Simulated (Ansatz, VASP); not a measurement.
**Two plane-wave programs on Mg**

```
CELL_PARAMETERS angstrom
-1.96405 1.96405 1.77305
1.96405 -1.96405 1.77305
1.96405 1.96405 -1.77305
ATOMIC_POSITIONS crystal
Mg 0.00000 0.00000 0.00000
```

Alike in both runs: task single point; functional PBE; k mesh 18 × 18 × 18; occupations gaussian, width 0.15 eV; no spin polarisation.

```csv
,VASP,Ansatz
version,VASP 6.6.1,Ansatz 0.2.0
potentials or method,"VASP PAW PBE potentials, release 64 (Mg), cutoff 520 eV","scalar-relativistic, plane waves, PAW"
valence electrons in the cell,2,10
```

|  | VASP | Ansatz | Ansatz less VASP |
| --- | --- | --- | --- |
| gap on the k mesh at the Fermi level (eV) | none | none | - |
| pressure (GPa) | -4.3 | -4.2 | +0.10 |
| traceless stress, the component that is largest in VASP (GPa) | -0.17 | -0.16 | +0.006 |

A gap of «none» marks a metal or a gap that the smearing closes. VASP's potentials hold 2 valence electrons a cell and Ansatz's 10, so a difference there can come from the potentials and not from the codes.
